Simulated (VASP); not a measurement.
# LiSi16 (a cell with a defect) in VASP: notebook, part 2 of 2

VASP 6.6.1. The steps go on from the part before.

## 3. Single point, LDA, collinear spin, zero start

Contents of INCAR:

```
PREC = Accurate
ENCUT = 520
EDIFF = 1E-7
ISMEAR = 0
SIGMA = 0.05
LREAL = Auto
LASPH = T
NELM = 150
ALGO = Normal
ISIF = 2
LWAVE = F
LCHARG = F
ISPIN = 2
MAGMOM = 0 0 0 0 0 0 0 0 0 0 0 0 0 0 0 0 0
LORBIT = 11
NBANDS = 52
```

Contents of KPOINTS:

```
regular mesh
0
Gamma
  2 2 2
```

Contents of POSCAR:

```
LiSi16
1.0
    0.0000000000      5.4300000000      5.4300000000
    5.4300000000      0.0000000000      5.4300000000
    5.4300000000      5.4300000000      0.0000000000
Si Li
16 1
Direct
    0.0056895028      0.0046828729      0.0020502762
    0.1279939227      0.1271390424      0.1317270718
    0.0039963168      0.0030602210      0.5035642726
    0.1279093002      0.1270430018      0.6275122468
    0.0055396869      0.5015785451      0.0020430018
    0.1370466851      0.6253581031      0.1259002762
    0.0056702578      0.5015671271      0.5052008287
    0.1280097606      0.6312254144      0.6276132597
    0.5024538674      0.0045962247      0.0020531308
    0.6263222836      0.1361184162      0.1258602210
    0.5024568140      0.0047104052      0.5052476059
    0.6321576427      0.1271281768      0.6275865562
    0.5039993554      0.5030918048      0.0035739411
    0.6263125230      0.6253598527      0.1258683241
    0.5024500000      0.5015848066      0.5051006446
    0.6263497238      0.6253456722      0.6366101289
    0.7538639042      0.7528552486      0.2533941068
```

Potentials or basis: VASP PAW LDA potentials, release 64 (Si, Li_sv).

Started as:

```bash
$ cat potpaw_LDA.64/Si/POTCAR potpaw_LDA.64/Li_sv/POTCAR > POTCAR
$ mpirun -np 1 vasp_std > vasp.out
```

OUTCAR:

```text
PREC = Accurate
   ENCUT = 520
   EDIFF = 1E-7
   ISMEAR = 0
   LREAL = Auto
   LASPH = T
   NELM = 150
   ISIF = 2
   ISPIN = 2
   LORBIT = 11

 ion  position               nearest neighbor table
   1  0.006  0.005  0.002-   2 2.35   4 2.35   6 2.38  10 2.38  17 2.73
   2  0.128  0.127  0.132-   3 2.33   1 2.35   5 2.35   9 2.35
   3  0.004  0.003  0.504-   8 2.33   2 2.33  12 2.33   4 2.33
   4  0.128  0.127  0.628-   3 2.33   7 2.35   1 2.35  11 2.35
   5  0.006  0.502  0.002-   8 2.35   2 2.35   6 2.38  14 2.38  17 2.73
   6  0.137  0.625  0.126-  13 2.30   5 2.38   7 2.38   1 2.38  17 2.40
   7  0.006  0.502  0.505-   8 2.35   4 2.35   6 2.38  16 2.38  17 2.73
   8  0.128  0.631  0.628-   3 2.33   7 2.35   5 2.35  15 2.35
   9  0.502  0.005  0.002-   2 2.35  12 2.35  10 2.38  14 2.38  17 2.73
  10  0.626  0.136  0.126-  13 2.30   9 2.38   1 2.38  11 2.38  17 2.40
  11  0.502  0.005  0.505-  12 2.35   4 2.35  16 2.38  10 2.38  17 2.74
  12  0.632  0.127  0.628-   3 2.33  15 2.35  11 2.35   9 2.35
  13  0.504  0.503  0.004-  14 2.30   6 2.30  16 2.30  10 2.30
  14  0.626  0.625  0.126-  13 2.30   5 2.38  15 2.38   9 2.38  17 2.40
  15  0.502  0.502  0.505-   8 2.35  12 2.35  16 2.38  14 2.38  17 2.73
  16  0.626  0.625  0.637-  13 2.30  15 2.38   7 2.38  11 2.38  17 2.40
  17  0.754  0.753  0.253-  14 2.40   6 2.40  16 2.40  10 2.40   5 2.73  15 2.73   9 2.73   7 2.73
[... 1008 lines left out ...]
  energy-cutoff  :      520.00
  volume of cell :      320.21
      direct lattice vectors                 reciprocal lattice vectors
     0.000000000  5.430000000  5.430000000    -0.092081031  0.092081031  0.092081031
     5.430000000  0.000000000  5.430000000     0.092081031 -0.092081031  0.092081031
     5.430000000  5.430000000  0.000000000     0.092081031  0.092081031 -0.092081031

 POSITION                                       TOTAL-FORCE (eV/Angst)
 -----------------------------------------------------------------------------------
      0.03656      0.04203      0.05632        -0.004056     -0.008883     -0.003285
      1.40564      1.41029      1.38537        -0.003351      0.000479     -0.002744
      2.75097      2.75605      0.03832         0.003150      0.002499      0.002670
      4.09723      4.10194      1.38439         0.003316      0.006544      0.004672
      2.73466      0.04117      2.75365        -0.006365      0.000290     -0.000630
      4.07933      1.42780      4.13986         0.013220      0.001383      0.003649
[... 9 lines left out ...]
      6.85242      6.85787      6.79671         0.003184     -0.001005      0.013687
      5.46393      5.46941      8.18148         0.007585      0.007114      0.007677
 -----------------------------------------------------------------------------------
    total drift:                               -0.000895     -0.003953     -0.003870

  FREE ENERGIE OF THE ION-ELECTRON SYSTEM (eV)
  ---------------------------------------------------
  free  energy   TOTEN  =       -95.8828130581 eV

  energy  without entropy=      -95.8735790839  energy(sigma->0) =      -95.87819607

 total charge

# of ion       s       p       d       tot
------------------------------------------
    1        0.745   0.954   0.000   1.698
    2        0.749   0.959   0.000   1.709
    3        0.741   0.973   0.000   1.715
    4        0.749   0.959   0.000   1.708
    5        0.745   0.954   0.000   1.699
    6        0.752   0.970   0.000   1.722
[... 9 lines left out ...]
   16        0.752   0.970   0.000   1.722
   17        2.027   0.111   0.000   2.138
--------------------------------------------------
tot         13.979  15.508   0.000  29.488

 magnetization (x)

# of ion       s       p       d       tot
------------------------------------------
    1       -0.000  -0.000   0.000  -0.000
    2        0.000   0.000   0.000   0.000
    3        0.000   0.000   0.000   0.000
    4        0.000   0.000   0.000   0.000
    5        0.000   0.000   0.000   0.000
    6        0.000  -0.000   0.000  -0.000
[... 9 lines left out ...]
   16        0.000   0.000   0.000   0.000
   17        0.000  -0.000   0.000  -0.000
--------------------------------------------------
tot          0.000   0.000   0.000   0.000
```

OSZICAR:

```text
N       E                     dE             d eps       ncg     rms          rms(c)
DAV:   1     0.172211138257E+03    0.17221E+03   -0.25248E+04  1664   0.108E+03
DAV:   2    -0.788393226072E+02   -0.25105E+03   -0.23420E+03  2032   0.179E+02
DAV:   3    -0.972993685572E+02   -0.18460E+02   -0.18147E+02  2384   0.418E+01
DAV:   4    -0.983514273500E+02   -0.10521E+01   -0.10368E+01  2640   0.885E+00
DAV:   5    -0.983864580010E+02   -0.35031E-01   -0.34929E-01  2288   0.131E+00    0.146E+01
DAV:   6    -0.965739191807E+02    0.18125E+01   -0.13961E+00  1976   0.344E+00    0.882E+00
DAV:   7    -0.958835095436E+02    0.69041E+00   -0.16192E+00  2008   0.342E+00    0.135E+00
DAV:   8    -0.958829519256E+02    0.55762E-03   -0.11999E-01  1980   0.120E+00    0.532E-01
DAV:   9    -0.958827881040E+02    0.16382E-03   -0.10287E-02  2004   0.340E-01    0.217E-01
DAV:  10    -0.958827698734E+02    0.18231E-04   -0.77559E-04  2152   0.854E-02    0.119E-01
DAV:  11    -0.958828084791E+02   -0.38606E-04   -0.75068E-05  2092   0.300E-02    0.580E-02
DAV:  12    -0.958828131496E+02   -0.46704E-05   -0.14732E-05  2212   0.129E-02    0.171E-02
DAV:  13    -0.958828129894E+02    0.16015E-06   -0.31581E-06  2248   0.556E-03    0.492E-03
DAV:  14    -0.958828130581E+02   -0.68732E-07   -0.52669E-07  2048   0.249E-03
   1 F= -.95882813E+02 E0= -.95878196E+02  d E =-.923397E-02  mag=    -0.0000
```

It took 4.8 min on 1 thread of Intel Xeon 6975P-C (Granite Rapids), shared host; peak memory 0.48 GiB.

What came out:

- Free energy: -95.8828 eV
- Largest force: 0.015 eV/Å
- Net moment: 0.00 μB per cell
- Valence electrons inside the program's atomic spheres: Si 1.70, 1.71, 1.72 (each value once); Li 2.14

Forces in eV/Å, atoms in the order of the input:
```
Si  -0.004 -0.009 -0.003
Si  -0.003  0.000 -0.003
Si   0.003  0.002  0.003
Si   0.003  0.007  0.005
Si  -0.006  0.000 -0.001
Si   0.013  0.001  0.004
Si  -0.006 -0.003 -0.008
Si   0.000 -0.004  0.001
Si   0.003 -0.005  0.004
Si   0.001  0.015 -0.001
Si  -0.004 -0.007 -0.005
Si  -0.002 -0.001 -0.003
Si  -0.007 -0.002 -0.005
Si  -0.001 -0.003 -0.002
Si   0.000  0.002 -0.006
Si   0.003 -0.001  0.014
Li   0.008  0.007  0.008
```

Levels at points of the mesh, in eV from the Fermi level:
Spin up:
| k point | band 30 | band 31 | band 32 | band 33 | band 34 | band 35 | band 36 | band 37 |
| --- | --- | --- | --- | --- | --- | --- | --- | --- |
| (0.00, 0.00, 0.00) | -1.69 | -0.57 | -0.57 | -0.57 | -0.06 | -0.06 | -0.06 | -0.01 |
| (0.50, 0.00, 0.00) | -1.38 | -1.38 | -1.30 | -1.30 | 0.52 | 0.71 | 0.71 | 0.89 |
| (0.00, 0.50, 0.00) | -1.38 | -1.38 | -1.30 | -1.30 | 0.52 | 0.71 | 0.71 | 0.89 |
| (0.00, 0.00, 0.50) | -1.38 | -1.38 | -1.30 | -1.30 | 0.52 | 0.71 | 0.71 | 0.89 |
| (0.50, 0.50, 0.50) | -1.38 | -1.38 | -1.30 | -1.30 | 0.52 | 0.71 | 0.71 | 0.89 |
| (0.50, 0.50, 0.00) | -1.94 | -1.94 | -1.87 | -1.84 | 0.39 | 0.46 | 1.51 | 1.64 |
| (0.00, 0.50, 0.50) | -1.95 | -1.94 | -1.87 | -1.84 | 0.39 | 0.46 | 1.51 | 1.64 |
| (0.50, 0.00, 0.50) | -1.94 | -1.94 | -1.87 | -1.84 | 0.39 | 0.46 | 1.51 | 1.64 |
Spin down:
| k point | band 29 | band 30 | band 31 | band 32 | band 33 | band 34 | band 35 | band 36 | band 37 | band 38 |
| --- | --- | --- | --- | --- | --- | --- | --- | --- | --- | --- |
| (0.00, 0.00, 0.00) | -1.69 | -1.69 | -0.57 | -0.57 | -0.57 | -0.06 | -0.06 | -0.06 | -0.01 | -0.01 |
| (0.50, 0.00, 0.00) | -2.68 | -1.38 | -1.38 | -1.30 | -1.30 | 0.52 | 0.71 | 0.71 | 0.89 | 0.89 |
| (0.00, 0.50, 0.00) | -2.68 | -1.38 | -1.38 | -1.30 | -1.30 | 0.52 | 0.71 | 0.71 | 0.89 | 0.89 |
| (0.00, 0.00, 0.50) | -2.68 | -1.38 | -1.38 | -1.30 | -1.30 | 0.52 | 0.71 | 0.71 | 0.89 | 0.89 |
| (0.50, 0.50, 0.50) | -2.68 | -1.38 | -1.38 | -1.30 | -1.30 | 0.52 | 0.71 | 0.71 | 0.89 | 0.89 |
| (0.50, 0.50, 0.00) | -2.48 | -1.94 | -1.94 | -1.87 | -1.84 | 0.39 | 0.46 | 1.51 | 1.64 | 1.64 |
| (0.00, 0.50, 0.50) | -2.48 | -1.95 | -1.94 | -1.87 | -1.84 | 0.39 | 0.46 | 1.51 | 1.64 | 1.64 |
| (0.50, 0.00, 0.50) | -2.48 | -1.94 | -1.94 | -1.87 | -1.84 | 0.39 | 0.46 | 1.51 | 1.64 | 1.64 |

Caveat: the k points lie up to 0.50 Å⁻¹ apart; no moment was typed at the start, so none could form.
